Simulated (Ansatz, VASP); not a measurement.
BaTiO3: VASP beside Ansatz

The input INCAR:

```
  PREC = Accurate
  ENCUT = 520
  EDIFF = 1E-6
  ISMEAR = 0
  SIGMA = 0.05
  LREAL = False
  LASPH = True
  NELM = 80
  ALGO = Normal
  ISIF = 2
  LWAVE = False
  LCHARG = False
  GGA = PE
  NBANDS = 28
```

Contents of KPOINTS:

```
Automatic mesh
0
Gamma
  6 6 6
```

Contents of POSCAR:

```
BaTiO3
1.0
    2.9919088721      1.6529946342      2.3563003940
   -2.9919088721      1.6529946342      2.3563003940
    0.0000000000     -3.3059892684      2.3563003940
Ba Ti O
1 1 3
Direct
    0.0049545205      0.0049545205      0.0049545205
    0.5191875227      0.5191875227      0.5191875227
    0.4883938465      0.4883938465      0.9777702638
    0.4883938465      0.9777702638      0.4883938465
    0.9777702638      0.4883938465      0.4883938465
```

Input for Ansatz:

```yaml
crystal:
  lattice:
    - [2.9919088721, 1.6529946342, 2.356300394]
    - [-2.9919088721, 1.6529946342, 2.356300394]
    - [0.0, -3.3059892684, 2.356300394]
  atoms:
    - { symbol: Ba, position: [0.0049545205, 0.0049545205, 0.0049545205] }
    - { symbol: Ti, position: [0.5191875227, 0.5191875227, 0.5191875227] }
    - { symbol: O, position: [0.4883938465, 0.4883938465, 0.9777702638] }
    - { symbol: O, position: [0.4883938465, 0.9777702638, 0.4883938465] }
    - { symbol: O, position: [0.9777702638, 0.4883938465, 0.4883938465] }
basis:
  ecutwfc: 420
kpoints:
  mp_grid: { grid: [6, 6, 6] }
hamiltonian:
  xc: pbe
scf:
  occupations: { method: gaussian, width: 0.05 }
output:
  forces: true
  stress: true
  eigenvalues: true
  write_density: true
  write_potential: true
  elf: true
  volumetric_format: npy
```

Change from the starting cell: strain +0.0450 x Voigt [1, 0, 0, 0, 0, 0], atoms carried along.

Alike in both runs: task single point; functional PBE; k mesh 6 × 6 × 6; occupations gaussian, width 0.05 eV; no spin polarisation.

|  | VASP | Ansatz |
| --- | --- | --- |
| version | VASP 6.6.1 | Ansatz 0.2.0 |
| potentials or method | VASP PAW PBE potentials, release 64 (Ba_sv, Ti_sv, O), cutoff 520 eV | scalar-relativistic, plane waves, PAW |
| valence electrons in the cell | 40 | 40 |

```csv
,VASP,Ansatz,Ansatz less VASP
gap on the k mesh at the Fermi level (eV),2.35,2.38,+0.035
least direct gap on the mesh (eV),2.89,2.90,+0.009
pressure (GPa),-4.8,-6.2,-1.33
"traceless stress, the component that is largest in VASP (GPa)",-5.75,-5.64,+0.113
rms of the force components (eV/Å),0.204,0.227,+0.0233
```

Atom by atom the forces differ by 0.033 eV/Å (rms over components).

Neither program's run includes spin-orbit coupling.
